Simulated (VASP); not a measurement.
# PbO2 (P4_2/nmc) in VASP: notebook

The runs below take PbO2 through single point, relaxation of cell and atoms, with PBE.

Program: VASP 6.6.1. These are calculated values, not measurements. Logs are shortened: lines on timing, memory, paths and dates and some standing lists are left out, and cuts for length are marked.

### Step 1. The cell of the first run

The structure is tetragonal, space group P4_2/nmc (No. 137). The conventional cell has a = 3.780 Å, b = 3.780 Å, c = 5.753 Å, α = 90.00°, β = 90.00°, γ = 90.00°. Within 2.9 Å of Pb (site symmetry -4m2) lie 8 O at 2.17 to 2.62 Å. Within 2.9 Å of O (site symmetry 2mm) lie 4 Pb at 2.17 to 2.62 Å and 6 O at 2.78 to 2.88 Å.

### Step 2. Single point, PBE

File INCAR:

```
SYSTEM = PbO2
PREC = Accurate ; ENCUT = 520
EDIFF = 1E-6 ; ISMEAR = 0
SIGMA = 0.1 ; LREAL = .False.
LASPH = .True. ; NELM = 100
ALGO = Normal ; ISIF = 2
LWAVE = .False. ; LCHARG = .True.
GGA = PE ; LELF = .True.
LVHAR = .True. ; NBANDS = 35
```

File KPOINTS:

```
Automatic mesh
0
Gamma
  6 6 4
  0 0 0
```

File POSCAR:

```
PbO2
1.0
    3.7799078565      0.0000000000      0.0000000000
    0.0000000000      3.7799078565      0.0000000000
    0.0000000000      0.0000000000      5.7527463398
Pb O
2 4
Direct
    0.0000000000      0.0000000000      0.0000000000
    0.5000000000      0.5000000000      0.5000000000
    0.0000000000      0.5000000000      0.3150334626
    0.0000000000      0.5000000000      0.8150334626
    0.5000000000      0.0000000000      0.6849665374
    0.5000000000      0.0000000000      0.1849665374
```

Potentials or basis: VASP PAW PBE potentials, release 64 (Pb_d, O).

Command:

```
> cat potpaw_PBE.64/Pb_d/POTCAR potpaw_PBE.64/O/POTCAR > POTCAR
> mpirun -np 1 vasp_std > vasp.out
```

OUTCAR:

```text
SYSTEM = PbO2
   PREC = Accurate
   ENCUT = 520
   EDIFF = 1E-6
   ISMEAR = 0
   LREAL = .False.
   LASPH = .True.
   NELM = 100
   ISIF = 2
   GGA = PE

 ion  position               nearest neighbor table
   1  0.000  0.000  0.000-   4 2.17   6 2.17   4 2.17   6 2.17   3 2.62   5 2.62   5 2.62   3 2.62
                             2 3.93   2 3.93   2 3.93   2 3.93   2 3.93   2 3.93   2 3.93   2 3.93
   2  0.500  0.500  0.500-   3 2.17   5 2.17   5 2.17   3 2.17   4 2.62   6 2.62   6 2.62   4 2.62
                             1 3.93   1 3.93   1 3.93   1 3.93   1 3.93   1 3.93   1 3.93   1 3.93
   3  0.000  0.500  0.315-   2 2.17   2 2.17   1 2.62   1 2.62
   4  0.000  0.500  0.815-   1 2.17   1 2.17   2 2.62   2 2.62
   5  0.500  0.000  0.685-   2 2.17   2 2.17   1 2.62   1 2.62
   6  0.500  0.000  0.185-   1 2.17   1 2.17   2 2.62   2 2.62

  LATTYP: Found a simple tetragonal cell.
 ALAT       =     3.7799078565
 C/A-ratio  =     1.5219276655

  Lattice vectors:

 A1 = (   3.7799078565,   0.0000000000,   0.0000000000)
 A2 = (   0.0000000000,   3.7799078565,   0.0000000000)
 A3 = (   0.0000000000,   0.0000000000,   5.7527463398)

Analysis of symmetry for initial positions (statically):
=====================================================================
 Subroutine PRICEL returns:
 Original cell was already a primitive cell.

 Routine SETGRP: Setting up the symmetry group for a
 simple tetragonal supercell.

 Subroutine GETGRP returns: Found 16 space group operations
 (whereof  8 operations were pure point group operations)
 out of a pool of 16 trial point group operations.

The static configuration has the point symmetry D_2d.
 The point group associated with its full space group is D_4h.

Analysis of symmetry for dynamics (positions and initial velocities):
=====================================================================
 Subroutine PRICEL returns:
 Original cell was already a primitive cell.

 Routine SETGRP: Setting up the symmetry group for a
 simple tetragonal supercell.

 Subroutine GETGRP returns: Found 16 space group operations
 (whereof  8 operations were pure point group operations)
 out of a pool of 16 trial point group operations.

The dynamic configuration has the point symmetry D_2d.
 The point group associated with its full space group is D_4h.

 Subroutine INISYM returns: Found 16 space group operations
 (whereof  8 operations are pure point group operations),
 and found     1 'primitive' translations

----------------------------------------------------------------------------------------

                                     Primitive cell

  volume of cell :      82.1935

  direct lattice vectors                    reciprocal lattice vectors
     3.779907856  0.000000000  0.000000000     0.264556714  0.000000000  0.000000000
     0.000000000  3.779907856  0.000000000     0.000000000  0.264556714  0.000000000
     0.000000000  0.000000000  5.752746340     0.000000000  0.000000000  0.173830018

  length of vectors
     3.779907856  3.779907856  5.752746340     0.264556714  0.264556714  0.173830018

  position of ions in fractional coordinates (direct lattice)
     0.000000000  0.000000000  0.000000000
     0.500000000  0.500000000  0.500000000
     0.000000000  0.500000000  0.315033463
     0.000000000  0.500000000  0.815033463
     0.500000000  0.000000000  0.684966537
     0.500000000  0.000000000  0.184966537

  ion indices of the primitive-cell ions
   primitive index   ion index
                 1           1
                 2           2
                 3           3
                 4           4
                 5           5
                 6           6

----------------------------------------------------------------------------------------

 KPOINTS: Automatic mesh

Automatic generation of k-mesh.
 Grid dimensions read from file:
 generate k-points for:    6    6    4

 Generating k-lattice:

  Cartesian coordinates                     Fractional coordinates (reciprocal lattice)
     0.044092786  0.000000000  0.000000000     0.166666667  0.000000000  0.000000000
     0.000000000  0.044092786  0.000000000     0.000000000  0.166666667  0.000000000
     0.000000000  0.000000000  0.043457505     0.000000000  0.000000000  0.250000000

  Length of vectors
     0.044092786  0.044092786  0.043457505

  Shift w.r.t. Gamma in fractional coordinates (k-lattice)
     0.000000000  0.000000000  0.000000000

 Subroutine IBZKPT returns following result:
 ===========================================

 Found     30 irreducible k-points:

 Following reciprocal coordinates:
            Coordinates               Weight
  0.000000  0.000000  0.000000      1.000000
  0.166667  0.000000  0.000000      4.000000
  0.333333  0.000000  0.000000      4.000000
  0.500000  0.000000  0.000000      2.000000
  0.166667  0.166667  0.000000      4.000000
  0.333333  0.166667  0.000000      8.000000
[... 16 lines left out ...]
  0.333333  0.000000  0.500000      4.000000
  0.500000  0.000000  0.500000      2.000000
 [... further k-points ...]
   k-points           NKPTS =     30   k-points in BZ     NKDIM =     30   number of bands    NBANDS=     35
   number of dos      NEDOS =    301   number of ions     NIONS =      6
   total plane-waves  NPLWV =  37632
   dimension x,y,z NGX =    28 NGY =   28 NGZ =   48
   dimension x,y,z NGXF=    56 NGYF=   56 NGZF=   96
   ions per type =               2   4
   NGX,Y,Z   is equivalent  to a cutoff of  12.31, 12.31, 13.87 a.u.
   NGXF,Y,Z  is equivalent  to a cutoff of  24.63, 24.63, 27.74 a.u.
 SYSTEM =  PbO2
   PREC   = accura    normal or accurate (medium, high low for compatibility)
   ISTART =      0    job   : 0-new  1-cont  2-samecut
   ICHARG =      2    charge: 1-file 2-atom 10-const
   ISPIN  =      1    spin polarized calculation?
   LNONCOLLINEAR =      F non collinear calculations
   LSORBIT =      F    spin-orbit coupling
   LASPH  =      T    aspherical Exc in radial PAW
   ENCUT  =  520.0 eV  38.22 Ry    6.18 a.u.   7.03  7.03 10.70*2*pi/ulx,y,z
   NELM   =    100;   NELMIN=  2; NELMDL= -5     # of ELM steps
   EDIFF  = 0.1E-05   stopping-criterion for ELM
   LREAL  =      F    real-space projection
   EDIFFG = 0.1E-04   stopping-criterion for IOM
   NSW    =      0    number of steps for IOM
   IBRION =     -1    ionic relax: 0-MD 1-quasi-New 2-CG
   NFREE  =      0    steps in history (QN), initial steepest desc. (CG)
   ISIF   =      2    stress and relaxation
   ISYM   =      2    0-nonsym 1-usesym 2-fastsym
   POTIM  = 0.5000    time-step for ionic-motion
   TEBEG  =    0.0;   TEEND  =   0.0 temperature during run
   PSTRESS=    0.0 pullay stress
   NELECT =      52.0000    total number of electrons
   NUPDOWN=      -1.0000    fix difference up-down
   EMIN   =  10.00;   EMAX   =-10.00  energy-range for DOS
   EFERMI =   0.00;   METHOD = LEGACY
   ISMEAR =     0;   SIGMA  =   0.10  broadening in eV -4-tet -1-fermi 0-gaus
   EFERMI_NEDOS =   21; number of points for ismear=-14 and -15
   IALGO  =     38    algorithm
   IMIX   =      4    mixing-type and parameters
     AMIX     =   0.40;   BMIX     =  1.00
     AMIX_MAG =   1.60;   BMIX_MAG =  1.00
  volume/ion in A,a.u.               =      13.70        92.44
  Fermi-wavevector in a.u.,A,eV,Ry     =   1.405390  2.655801 26.873137  1.975120
  Thomas-Fermi vector in A             =   2.527856
   LORBIT       =      0    0 simple, 1 ext, 2 COOP (PROOUT), +10 PAW based schemes
   GGA     = PE    functional components
   LHFCALC =     F    Hartree Fock is set to
   AEXX    =    0.0000 exact exchange contribution
   IVDW    =     0    specifies the selected vdW correction
   LEPSILON=     F    determine dielectric tensor
   LRPA    =     F    only Hartree local field effects (RPA)
 non-spin polarized calculation
 Gauss-broadening in eV      SIGMA  =   0.10
  energy-cutoff  :      520.00
  volume of cell :       82.19
 maximum number of plane-waves:      2236
   NGX = 15   NGY = 15   NGZ = 21

 number of electron      51.9999988 magnetization

 Free energy of the ion-electron system (eV)
  ---------------------------------------------------
  ext. energy  EPLUGINS =         0.00000000
  ---------------------------------------------------
  free energy    TOTEN  =       -31.55142506 eV

  energy without entropy =      -31.54975652  energy(sigma->0) =      -31.55059079

 E-fermi :   4.7473     XC(G=0): -10.9182

 val. band max:        4.7010755048   @ k =   0.5000   0.5000   0.0000
 cond. band min:       5.0625845517   @ k =   0.0000   0.0000   0.2500
 fundamental gap:      0.3615090468
 Fermi energy:         4.7473382504

 k-point     1 :       0.0000    0.0000    0.0000
  band No.  band energies     occupation
      1     -13.3305      2.00000
      2     -12.8306      2.00000
      3     -12.7019      2.00000
      4     -11.6708      2.00000
      5     -10.6342      2.00000
      6     -10.6342      2.00000
[... 27 lines left out ...]
     34      16.0777      0.00000
     35      16.1059      0.00000

 k-point     2 :       0.1667    0.0000    0.0000
  band No.  band energies     occupation
      1     -13.2084      2.00000
      2     -12.7847      2.00000
      3     -12.6941      2.00000
      4     -11.8797      2.00000
      5     -10.6199      2.00000
      6     -10.5541      2.00000
[... 27 lines left out ...]
     34      15.4809      0.00000
     35      15.9401      0.00000

 k-point     3 :       0.3333    0.0000    0.0000
  band No.  band energies     occupation
      1     -12.9386      2.00000
      2     -12.7075      2.00000
      3     -12.6422      2.00000
      4     -12.2318      2.00000
      5     -10.5821      2.00000
      6     -10.4912      2.00000
[... 27 lines left out ...]
     34      15.4398      0.00000
     35      15.7018      0.00000
[... 723 lines left out ...]
 k-point    23 :       0.3333    0.0000    0.5000
  band No.  band energies     occupation
      1     -12.9404      2.00000
      2     -12.8111      2.00000
      3     -12.4588      2.00000
      4     -12.2272      2.00000
      5     -10.5568      2.00000
      6     -10.5493      2.00000
[... 27 lines left out ...]
     34      14.9358      0.00000
     35      17.1096      0.00000

 k-point    24 :       0.5000    0.0000    0.5000
  band No.  band energies     occupation
      1     -12.8763      2.00000
      2     -12.8763      2.00000
      3     -12.2892      2.00000
      4     -12.2892      2.00000
      5     -10.5563      2.00000
      6     -10.5563      2.00000
[... 27 lines left out ...]
     34      14.7978      0.00000
     35      17.8993      0.00000

 [... further k-points ...]

------------------------ aborting loop because EDIFF is reached ----------------------------------------

  FORCE on cell =-STRESS in cart. coord.  units (eV):
  Direction    XX          YY          ZZ          XY          YZ          ZX
  --------------------------------------------------------------------------------------
  -------------------------------------------------------------------------------------
  Total        0.1487042      0.1487042      0.1571021      0.0000000      0.0000000     -0.0000000
  in kB        2.8986522      2.8986522      3.0623511      0.0000000      0.0000000     -0.0000000
  external PRESSURE =       2.9532185 kB  Pullay stress =       0.0000000 kB

 VOLUME and BASIS-vectors are now :
 -----------------------------------------------------------------------------
  energy-cutoff  :      520.00
  volume of cell :       82.19
      direct lattice vectors                 reciprocal lattice vectors
     3.779907856  0.000000000  0.000000000     0.264556714  0.000000000  0.000000000
     0.000000000  3.779907856  0.000000000     0.000000000  0.264556714  0.000000000
     0.000000000  0.000000000  5.752746340     0.000000000  0.000000000  0.173830018

 POSITION                                       TOTAL-FORCE (eV/Angst)
 -----------------------------------------------------------------------------------
      0.00000      0.00000      0.00000         0.000000      0.000000     -0.000000
      1.88995      1.88995      2.87637        -0.000000      0.000000     -0.000000
      0.00000      1.88995      1.81231         0.000000     -0.000000     -0.043050
      0.00000      1.88995      4.68868        -0.000000      0.000000     -0.043050
      1.88995      0.00000      3.94044         0.000000      0.000000      0.043050
      1.88995      0.00000      1.06407         0.000000      0.000000      0.043050
 -----------------------------------------------------------------------------------
    total drift:                                0.000000      0.000000      0.000000

  FREE ENERGIE OF THE ION-ELECTRON SYSTEM (eV)
  ---------------------------------------------------
  free  energy   TOTEN  =       -31.5514250640 eV

  energy  without entropy=      -31.5497565152  energy(sigma->0) =      -31.55059079
```

Wall time 45 s (1 thread of Intel Xeon 6975P-C (Granite Rapids), shared host); peak memory 0.22 GiB.

Results:

| Item | Value |
| --- | --- |
| Free energy | -31.5514 eV |
| Pressure | 0.3 GPa |
| Largest force | 0.043 eV/Å |
| Band gap on the k mesh | zero (band 26 reaches 4.70 eV, above the bottom of band 27 at 4.58 eV) |

Forces in eV/Å, atoms in the order of the input:
```
Pb   0.000  0.000  0.000
Pb   0.000  0.000  0.000
O    0.000  0.000 -0.043
O    0.000  0.000 -0.043
O    0.000  0.000  0.043
O    0.000  0.000  0.043
```

Levels at points of the mesh, in eV from the Fermi level:
```
           k point  band 24  band 25  band 26  band 27  band 28  band 29
(0.00, 0.00, 0.00)    -0.64    -0.26    -0.17    -0.17     2.21     6.59
(0.50, 0.00, 0.00)    -0.87    -0.59    -0.59     2.37     2.37     7.07
(0.50, 0.50, 0.00)    -0.45    -0.05    -0.05     3.16     3.16     6.47
(0.00, 0.00, 0.50)    -0.81    -0.15    -0.15     1.41     1.41     6.11
(0.50, 0.00, 0.50)    -0.98    -0.96    -0.96     2.60     2.60     7.45
(0.50, 0.50, 0.50)    -0.47    -0.20    -0.20     3.31     3.31     8.54
```

Caveat: spin-orbit coupling is left out, which moves the levels of the heavy elements.

### Step 3. Relaxation of cell and atoms, PBE

This run uses another cell than the first one, of 9.55 Å³/atom, 0.697 times its volume.

File INCAR:

```
SYSTEM = PbO2
PREC = Accurate
ENCUT = 600
EDIFF = 1E-6
ISMEAR = 0
SIGMA = 0.1
LREAL = .FALSE.
LASPH = .TRUE.
NELM = 100
ALGO = Normal
ISIF = 3
LWAVE = .FALSE.
LCHARG = .FALSE.
GGA = PE
IBRION = 2
NSW = 80
EDIFFG = -0.05
```

File KPOINTS:

```
regular mesh
0
G
  6 6 4
  0 0 0
```

File POSCAR:

```
PbO2
1.0
    3.3993638990      0.0000000000      0.0000000000
    0.0000000000      3.3993638990      0.0000000000
    0.0000000000      0.0000000000      4.9591068345
Pb O
2 4
Direct
    0.0000000000      0.0000000000      0.0000000000
    0.5000000000      0.5000000000      0.5000000000
    0.0000000000      0.5000000000      0.3071893779
    0.0000000000      0.5000000000      0.8071893779
    0.5000000000      0.0000000000      0.6928106221
    0.5000000000      0.0000000000      0.1928106221
```

Potentials or basis: VASP PAW PBE potentials, release 64 (Pb_d, O).

Command:

```
> cat potpaw_PBE.64/Pb_d/POTCAR potpaw_PBE.64/O/POTCAR > POTCAR
> mpirun -np 1 vasp_std > vasp.out
```

It took 4.5 min on 1 thread of Intel Xeon 6975P-C (Granite Rapids), shared host; peak memory 0.22 GiB.

Results (log left out):

```yaml
Free_energy: -31.5000 eV
Relaxed_volume: 13.61 Å³/atom
Relaxed_cell: a = 3.787 Å, b = 3.787 Å, c = 5.694 Å, α = 90.00°, β = 90.00°, γ = 90.00°
Space_group_after_relaxing_to_0.05_Å: P4_2/nmc (No. 137)
Energy_gained_by_relaxing: 950.4 meV/atom
Ionic_steps: 14
Pressure_after_relaxing: -0.1 GPa
Largest_force_after_relaxing: 0.008 eV/Å
Band_gap_on_the_k_mesh: zero (band 26 reaches 4.80 eV, above the bottom of band 27 at 4.66 eV)
```

Forces in eV/Å, atoms in the order of the input:
```
Pb   0.000  0.000  0.000
Pb   0.000  0.000  0.000
O    0.000  0.000  0.008
O    0.000  0.000  0.008
O    0.000  0.000 -0.008
O    0.000  0.000 -0.008
```

Stress tensor (GPa, compression positive):
```
-0.30  0.00  0.00
 0.00 -0.30  0.00
 0.00  0.00  0.34
```

Step by step:
| step | energy change (eV) | largest force (eV/Å) | pressure (GPa) | volume (Å³) |
| --- | --- | --- | --- | --- |
| 1 | 0.0000 | 1.7866 | 107.21 | 57.31 |
| 2 | 0.1249 | 0.5809 | -27.73 | 128.32 |
| 3 | -5.5914 | 0.2657 | -4.79 | 83.46 |
| 4 | -5.6339 | 0.2156 | -2.05 | 81.61 |
| 5 | -5.6438 | 0.1725 | 0.26 | 80.23 |
| 6 | -5.6425 | 0.1890 | -0.62 | 80.74 |
| 7 | -5.6610 | 0.2199 | -0.73 | 80.95 |
| 8 | -5.6706 | 0.2590 | -0.79 | 81.22 |
| 9 | -5.6848 | 0.1640 | 0.85 | 80.46 |
| 10 | -5.6863 | 0.1143 | 1.70 | 80.10 |
| 11 | -5.6953 | 0.0641 | 1.20 | 80.57 |
| 12 | -5.7008 | 0.0141 | 0.49 | 81.27 |
| 13 | -5.7009 | 0.0208 | 0.47 | 81.33 |
| 14 | -5.7023 | 0.0079 | -0.08 | 81.66 |

Final structure:
```xyz
6
Lattice="3.7871 0.0000 0.0000 0.0000 3.7871 0.0000 0.0000 0.0000 5.6939" Properties=species:S:1:pos:R:3 pbc="T T T"
Pb    0.0000    0.0000    0.0000
Pb    1.8936    1.8936    2.8469
O     0.0000    1.8936    1.7740
O     0.0000    1.8936    4.6209
O     1.8936    0.0000    3.9199
O     1.8936    0.0000    1.0729
```

Levels at points of the mesh, in eV from the Fermi level:
| k point | band 24 | band 25 | band 26 | band 27 | band 28 | band 29 |
| --- | --- | --- | --- | --- | --- | --- |
| (0.00, 0.00, 0.00) | -0.66 | -0.24 | -0.18 | -0.18 | 2.16 | 6.57 |
| (0.50, 0.00, 0.00) | -0.90 | -0.54 | -0.54 | 2.37 | 2.37 | 7.11 |
| (0.50, 0.50, 0.00) | -0.39 | -0.05 | -0.05 | 3.06 | 3.06 | 6.48 |
| (0.00, 0.00, 0.50) | -0.81 | -0.17 | -0.17 | 1.39 | 1.39 | 6.06 |
| (0.50, 0.00, 0.50) | -1.01 | -1.00 | -1.00 | 2.62 | 2.62 | 7.44 |
| (0.50, 0.50, 0.50) | -0.46 | -0.17 | -0.17 | 3.24 | 3.24 | 8.59 |

Caveat: the volume moved by over 15 % at a fixed basis, so the end points are rough; spin-orbit coupling is left out, which moves the levels of the heavy elements; the relaxation stopped at a loose force limit of 0.05 eV/Å, so its end isn't a converged minimum.
